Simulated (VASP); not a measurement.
# LuMnCdF (P4/nmm) in VASP: further runs

The runs below take LuMnCdF through single point, with PBE.

Everything below comes from runs of VASP 6.6.1. Logs are shortened: lines on timing, memory, paths and dates and some standing lists are left out, and cuts for length are marked.

### 1 The cell of the first run

It takes space group P4/nmm (No. 129, tetragonal). Conventional cell: a = 4.107 Å, b = 4.107 Å, c = 9.340 Å, α = 90.00°, β = 90.00°, γ = 90.00°. Within 3.4 Å of Lu (site symmetry 4mm) lie 4 F at 2.58 Å and 4 Cd at 3.40 Å. Mn (site symmetry -4m2) has 4 Cd at 2.46 Å and 4 Mn at 2.90 Å within 3.2 Å. Within 3.2 Å of Cd (site symmetry 4mm) lie 4 Mn at 2.46 Å. Within 3.4 Å of F (site symmetry -4m2) lie 4 Lu at 2.58 Å and 4 F at 2.90 Å.

### 2 Single point, PBE

INCAR reads:

```
PREC = Accurate
ENCUT = 600
EDIFF = 1E-6
ISMEAR = -1
SIGMA = 0.1
LREAL = False
LASPH = True
NELM = 120
ALGO = Normal
ISIF = 2
LWAVE = False
LCHARG = False
GGA = PE
NBANDS = 67
GGA_COMPAT = False
```

KPOINTS reads:

```
regular mesh
0
Gamma
  5 5 2
```

POSCAR reads:

```
LuMnCdF
1.0
    4.1071900000      0.0000000000      0.0000000000
    0.0000000000      4.1071900000      0.0000000000
    0.0000000000      0.0000000000      9.3400840000
Lu Mn Cd F
2 2 2 2
Direct
    0.2500000000      0.2500000000      0.3334300000
    0.7500000000      0.7500000000      0.6665700000
    0.2500000000      0.7500000000      0.0000000000
    0.7500000000      0.2500000000      0.0000000000
    0.7500000000      0.7500000000      0.1444000000
    0.2500000000      0.2500000000      0.8556000000
    0.2500000000      0.7500000000      0.5000000000
    0.7500000000      0.2500000000      0.5000000000
```

Potentials or basis: VASP PAW PBE potentials, release 64 (Lu, Mn_pv, Cd, F).

The run is started by

```console
> cat potpaw_PBE.64/Lu/POTCAR potpaw_PBE.64/Mn_pv/POTCAR potpaw_PBE.64/Cd/POTCAR potpaw_PBE.64/F/POTCAR > POTCAR
> mpirun -np 1 vasp_std > vasp.out
```

OUTCAR:

```text
PREC = Accurate
   ENCUT = 600
   EDIFF = 1E-6
   ISMEAR = -1
   LREAL = False
   LASPH = True
   NELM = 120
   ISIF = 2
   GGA = PE

 ion  position               nearest neighbor table
   1  0.250  0.250  0.333-   7 2.58   8 2.58   7 2.58   8 2.58   5 3.40   5 3.40   5 3.40   5 3.40

   2  0.750  0.750  0.667-   7 2.58   8 2.58   8 2.58   7 2.58   6 3.40   6 3.40   6 3.40   6 3.40

   3  0.250  0.750  0.000-   5 2.46   6 2.46   6 2.46   5 2.46   4 2.90   4 2.90   4 2.90   4 2.90

   4  0.750  0.250  0.000-   5 2.46   6 2.46   5 2.46   6 2.46   3 2.90   3 2.90   3 2.90   3 2.90

   5  0.750  0.750  0.144-   3 2.46   4 2.46   4 2.46   3 2.46   1 3.40   1 3.40   1 3.40   1 3.40

   6  0.250  0.250  0.856-   3 2.46   4 2.46   3 2.46   4 2.46   2 3.40   2 3.40   2 3.40   2 3.40

   7  0.250  0.750  0.500-   1 2.58   2 2.58   1 2.58   2 2.58
   8  0.750  0.250  0.500-   1 2.58   2 2.58   2 2.58   1 2.58

  LATTYP: Found a simple tetragonal cell.
 ALAT       =     4.1071900000
 C/A-ratio  =     2.2740813062

  Lattice vectors:

 A1 = (   4.1071900000,   0.0000000000,   0.0000000000)
 A2 = (   0.0000000000,   4.1071900000,   0.0000000000)
 A3 = (   0.0000000000,   0.0000000000,   9.3400840000)

Analysis of symmetry for initial positions (statically):
=====================================================================
 Subroutine PRICEL returns:
 Original cell was already a primitive cell.

 Routine SETGRP: Setting up the symmetry group for a
 simple tetragonal supercell.

 Subroutine GETGRP returns: Found 16 space group operations
 (whereof  4 operations were pure point group operations)
 out of a pool of 16 trial point group operations.

The static configuration has the point symmetry C_2h.
 The point group associated with its full space group is D_4h.

Analysis of symmetry for dynamics (positions and initial velocities):
=====================================================================
 Subroutine PRICEL returns:
 Original cell was already a primitive cell.

 Routine SETGRP: Setting up the symmetry group for a
 simple tetragonal supercell.

 Subroutine GETGRP returns: Found 16 space group operations
 (whereof  4 operations were pure point group operations)
 out of a pool of 16 trial point group operations.

The dynamic configuration has the point symmetry C_2h.
 The point group associated with its full space group is D_4h.

 Subroutine INISYM returns: Found 16 space group operations
 (whereof  4 operations are pure point group operations),
 and found     1 'primitive' translations

----------------------------------------------------------------------------------------

                                     Primitive cell

  volume of cell :     157.5580

  direct lattice vectors                    reciprocal lattice vectors
     4.107190000  0.000000000  0.000000000     0.243475466  0.000000000  0.000000000
     0.000000000  4.107190000  0.000000000     0.000000000  0.243475466  0.000000000
     0.000000000  0.000000000  9.340084000     0.000000000  0.000000000  0.107065418

  length of vectors
     4.107190000  4.107190000  9.340084000     0.243475466  0.243475466  0.107065418

  position of ions in fractional coordinates (direct lattice)
     0.250000000  0.250000000  0.333430000
     0.750000000  0.750000000  0.666570000
     0.250000000  0.750000000  0.000000000
     0.750000000  0.250000000  0.000000000
     0.750000000  0.750000000  0.144400000
     0.250000000  0.250000000  0.855600000
     0.250000000  0.750000000  0.500000000
     0.750000000  0.250000000  0.500000000

  ion indices of the primitive-cell ions
   primitive index   ion index
                 1           1
                 2           2
                 3           3
                 4           4
                 5           5
                 6           6
                 7           7
                 8           8

----------------------------------------------------------------------------------------

 KPOINTS: regular mesh

Automatic generation of k-mesh.
 Grid dimensions read from file:
 generate k-points for:    5    5    2

 Generating k-lattice:

  Cartesian coordinates                     Fractional coordinates (reciprocal lattice)
     0.048695093  0.000000000  0.000000000     0.200000000  0.000000000  0.000000000
     0.000000000  0.048695093  0.000000000     0.000000000  0.200000000  0.000000000
     0.000000000  0.000000000  0.053532709     0.000000000  0.000000000  0.500000000

  Length of vectors
     0.048695093  0.048695093  0.053532709

  Shift w.r.t. Gamma in fractional coordinates (k-lattice)
     0.000000000  0.000000000  0.000000000

 Subroutine IBZKPT returns following result:
 ===========================================

 Found     12 irreducible k-points:

 Following reciprocal coordinates:
            Coordinates               Weight
  0.000000  0.000000  0.000000      1.000000
  0.200000  0.000000  0.000000      4.000000
  0.400000  0.000000  0.000000      4.000000
  0.200000  0.200000  0.000000      4.000000
  0.400000  0.200000  0.000000      8.000000
  0.400000  0.400000  0.000000      4.000000
  0.000000  0.000000  0.500000      1.000000
  0.200000  0.000000  0.500000      4.000000
  0.400000  0.000000  0.500000      4.000000
  0.200000  0.200000  0.500000      4.000000
  0.400000  0.200000  0.500000      8.000000
  0.400000  0.400000  0.500000      4.000000
   k-points           NKPTS =     12   k-points in BZ     NKDIM =     12   number of bands    NBANDS=     67
   number of dos      NEDOS =    301   number of ions     NIONS =      8
   total plane-waves  NPLWV = 103680
   dimension x,y,z NGX =    36 NGY =   36 NGZ =   80
   dimension x,y,z NGXF=    72 NGYF=   72 NGZF=  160
   ions per type =               2   2   2   2
   NGX,Y,Z   is equivalent  to a cutoff of  14.57, 14.57, 14.24 a.u.
   NGXF,Y,Z  is equivalent  to a cutoff of  29.14, 29.14, 28.48 a.u.
 SYSTEM =  unknown system
   PREC   = accura    normal or accurate (medium, high low for compatibility)
   ISTART =      0    job   : 0-new  1-cont  2-samecut
   ICHARG =      2    charge: 1-file 2-atom 10-const
   ISPIN  =      1    spin polarized calculation?
   LNONCOLLINEAR =      F non collinear calculations
   LSORBIT =      F    spin-orbit coupling
   LASPH  =      T    aspherical Exc in radial PAW
   ENCUT  =  600.0 eV  44.10 Ry    6.64 a.u.   8.20  8.20 18.65*2*pi/ulx,y,z
   NELM   =    120;   NELMIN=  2; NELMDL= -5     # of ELM steps
   EDIFF  = 0.1E-05   stopping-criterion for ELM
   LREAL  =      F    real-space projection
[... 7 lines left out ...]
   TEBEG  =    0.0;   TEEND  =   0.0 temperature during run
   PSTRESS=    0.0 pullay stress
   NELECT =     114.0000    total number of electrons
   NUPDOWN=      -1.0000    fix difference up-down
   EMIN   =  10.00;   EMAX   =-10.00  energy-range for DOS
   EFERMI =   0.00;   METHOD = LEGACY
   ISMEAR =    -1;   SIGMA  =   0.10  broadening in eV -4-tet -1-fermi 0-gaus
   EFERMI_NEDOS =   21; number of points for ismear=-14 and -15
   IALGO  =     38    algorithm
   IMIX   =      4    mixing-type and parameters
     AMIX     =   0.40;   BMIX     =  1.00
     AMIX_MAG =   1.60;   BMIX_MAG =  1.00
  volume/ion in A,a.u.               =      19.69       132.91
  Fermi-wavevector in a.u.,A,eV,Ry     =   1.469703  2.777336 29.388961  2.160028
  Thomas-Fermi vector in A             =   2.585049
   LORBIT       =      0    0 simple, 1 ext, 2 COOP (PROOUT), +10 PAW based schemes
   GGA     = PE    functional components
   LHFCALC =     F    Hartree Fock is set to
   AEXX    =    0.0000 exact exchange contribution
   IVDW    =     0    specifies the selected vdW correction
   LEPSILON=     F    determine dielectric tensor
   LRPA    =     F    only Hartree local field effects (RPA)
 non-spin polarized calculation
  energy-cutoff  :      600.00
  volume of cell :      157.56
 maximum number of plane-waves:      5294
 NGX is ok and might be reduce to    36
   NGX = 17   NGY = 17   NGZ = 37

 number of electron     113.9999992 magnetization

 Free energy of the ion-electron system (eV)
  ---------------------------------------------------
  ext. energy  EPLUGINS =         0.00000000
  ---------------------------------------------------
  free energy    TOTEN  =       -36.70439523 eV

  energy without entropy =      -36.33014525  energy(sigma->0) =      -36.51727024

 E-fermi :   3.5411     XC(G=0): -10.5936

 val. band max:        3.5333758560   @ k =   0.0000   0.0000   0.5000
 cond. band min:       3.5443656600   @ k =   0.4000   0.0000   0.0000
 fundamental gap:      0.0109898039
 Fermi energy:         3.5411473140

 k-point     1 :       0.0000    0.0000    0.0000
  band No.  band energies     occupation
      1     -54.6175      2.00000
      2     -54.6164      2.00000
      3     -44.1382      2.00000
      4     -44.1382      2.00000
      5     -44.0775      2.00000
      6     -44.0629      2.00000
[... 59 lines left out ...]
     66       5.8642      0.00000
     67       6.2705      0.00000

 k-point     2 :       0.2000    0.0000    0.0000
  band No.  band energies     occupation
      1     -54.6171      2.00000
      2     -54.6163      2.00000
      3     -44.1314      2.00000
      4     -44.1310      2.00000
      5     -44.0759      2.00000
      6     -44.0705      2.00000
[... 59 lines left out ...]
     66       5.5747      0.00000
     67       6.2166      0.00000

 k-point     3 :       0.4000    0.0000    0.0000
  band No.  band energies     occupation
      1     -54.6164      2.00000
      2     -54.6161      2.00000
      3     -44.1132      2.00000
      4     -44.1122      2.00000
      5     -44.0900      2.00000
      6     -44.0890      2.00000
[... 59 lines left out ...]
     66       5.5697      0.00000
     67       6.4533      0.00000

 k-point     4 :       0.2000    0.2000    0.0000
  band No.  band energies     occupation
      1     -54.6168      2.00000
      2     -54.6161      2.00000
      3     -44.1411      2.00000
      4     -44.1101      2.00000
      5     -44.0919      2.00000
      6     -44.0746      2.00000
[... 59 lines left out ...]
     66       5.4996      0.00000
     67       5.7899      0.00000

 k-point     5 :       0.4000    0.2000    0.0000
  band No.  band energies     occupation
      1     -54.6162      2.00000
      2     -54.6159      2.00000
      3     -44.1358      2.00000
      4     -44.1170      2.00000
      5     -44.0855      2.00000
      6     -44.0713      2.00000
[... 59 lines left out ...]
     66       5.8014      0.00000
     67       5.9009      0.00000

 k-point     6 :       0.4000    0.4000    0.0000
  band No.  band energies     occupation
      1     -54.6157      2.00000
      2     -54.6156      2.00000
      3     -44.1457      2.00000
      4     -44.1386      2.00000
      5     -44.0698      2.00000
      6     -44.0684      2.00000
[... 59 lines left out ...]
     66       6.1042      0.00000
     67       6.2175      0.00000

 k-point     7 :       0.0000    0.0000    0.5000
  band No.  band energies     occupation
      1     -54.6175      2.00000
      2     -54.6164      2.00000
      3     -44.1382      2.00000
      4     -44.1382      2.00000
      5     -44.0775      2.00000
      6     -44.0629      2.00000
[... 59 lines left out ...]
     66       5.8637      0.00000
     67       5.9846      0.00000

 k-point     8 :       0.2000    0.0000    0.5000
  band No.  band energies     occupation
      1     -54.6171      2.00000
      2     -54.6163      2.00000
      3     -44.1314      2.00000
      4     -44.1310      2.00000
      5     -44.0759      2.00000
      6     -44.0705      2.00000
[... 59 lines left out ...]
     66       5.9063      0.00000
     67       5.9537      0.00000

 k-point     9 :       0.4000    0.0000    0.5000
  band No.  band energies     occupation
      1     -54.6164      2.00000
      2     -54.6161      2.00000
      3     -44.1132      2.00000
      4     -44.1122      2.00000
      5     -44.0900      2.00000
      6     -44.0890      2.00000
[... 59 lines left out ...]
     66       5.9904      0.00000
     67       6.3317      0.00000

 k-point    10 :       0.2000    0.2000    0.5000
  band No.  band energies     occupation
      1     -54.6168      2.00000
      2     -54.6161      2.00000
      3     -44.1411      2.00000
      4     -44.1101      2.00000
      5     -44.0919      2.00000
      6     -44.0746      2.00000
[... 59 lines left out ...]
     66       5.9996      0.00000
     67       6.2241      0.00000

 k-point    11 :       0.4000    0.2000    0.5000
  band No.  band energies     occupation
      1     -54.6162      2.00000
      2     -54.6159      2.00000
      3     -44.1358      2.00000
      4     -44.1170      2.00000
      5     -44.0855      2.00000
      6     -44.0713      2.00000
[... 59 lines left out ...]
     66       5.8704      0.00000
     67       6.1276      0.00000

 k-point    12 :       0.4000    0.4000    0.5000
  band No.  band energies     occupation
      1     -54.6157      2.00000
      2     -54.6156      2.00000
      3     -44.1457      2.00000
      4     -44.1386      2.00000
      5     -44.0698      2.00000
      6     -44.0684      2.00000
[... 59 lines left out ...]
     66       6.3143      0.00000
     67       6.3839      0.00000

------------------------ aborting loop because EDIFF is reached ----------------------------------------

  FORCE on cell =-STRESS in cart. coord.  units (eV):
  Direction    XX          YY          ZZ          XY          YZ          ZX
  --------------------------------------------------------------------------------------
  -------------------------------------------------------------------------------------
  Total       -3.3218770     -3.3218770     -5.5456795      0.0000000      0.0000000      0.0000000
  in kB      -33.7795421    -33.7795421    -56.3929719      0.0000000      0.0000000      0.0000000
  external PRESSURE =     -41.3173521 kB  Pullay stress =       0.0000000 kB

 VOLUME and BASIS-vectors are now :
 -----------------------------------------------------------------------------
  energy-cutoff  :      600.00
  volume of cell :      157.56
      direct lattice vectors                 reciprocal lattice vectors
     4.107190000  0.000000000  0.000000000     0.243475466  0.000000000  0.000000000
     0.000000000  4.107190000  0.000000000     0.000000000  0.243475466  0.000000000
     0.000000000  0.000000000  9.340084000     0.000000000  0.000000000  0.107065418

 POSITION                                       TOTAL-FORCE (eV/Angst)
 -----------------------------------------------------------------------------------
      1.02680      1.02680      3.11426        -0.000000     -0.000000     -0.792162
      3.08039      3.08039      6.22582         0.000000      0.000000      0.792162
      1.02680      3.08039      0.00000         0.000000     -0.000000     -0.000000
      3.08039      1.02680      0.00000         0.000000     -0.000000      0.000000
      3.08039      3.08039      1.34871         0.000000     -0.000000      3.417558
      1.02680      1.02680      7.99138        -0.000000     -0.000000     -3.417558
      1.02680      3.08039      4.67004         0.000000     -0.000000      0.000000
      3.08039      1.02680      4.67004         0.000000     -0.000000      0.000000
 -----------------------------------------------------------------------------------
    total drift:                                0.000000      0.000000     -0.000000

  FREE ENERGIE OF THE ION-ELECTRON SYSTEM (eV)
  ---------------------------------------------------
  free  energy   TOTEN  =       -36.7043952306 eV

  energy  without entropy=      -36.3301452495  energy(sigma->0) =      -36.51727024
```

Wall time 3.2 min (1 thread of AMD EPYC 7R13 (Zen 3), shared host); peak memory 0.38 GiB.

Results:

| Quantity | Value |
| --- | --- |
| Free energy | -36.7044 eV |
| Pressure | -4.1 GPa |
| Largest force | 3.418 eV/Å |
| Band gap on the k mesh | zero (bands 57 and 58 overlap by 0.37 eV) |

Forces on the atoms (eV/Å):
```
Lu   0.000  0.000 -0.792
Lu   0.000  0.000  0.792
Mn   0.000  0.000  0.000
Mn   0.000  0.000  0.000
Cd   0.000  0.000  3.418
Cd   0.000  0.000 -3.418
F    0.000  0.000  0.000
F    0.000  0.000  0.000
```

Stress tensor (GPa, compression positive):
```
-3.38  0.00  0.00
 0.00 -3.38  0.00
 0.00  0.00 -5.64
```

Caveat: the cell stands under tension; spin-orbit coupling is left out, which moves the levels of the heavy elements; the run has no spin polarisation, though such a crystal can be magnetic; forces of over 1 eV/Å act on the atoms, so gaps and moduli don't describe the material at rest. With open d or f shells a metallic result of PBE can be an artefact of self-interaction; +U or a hybrid may open a gap.

[end of part 1 of 2]
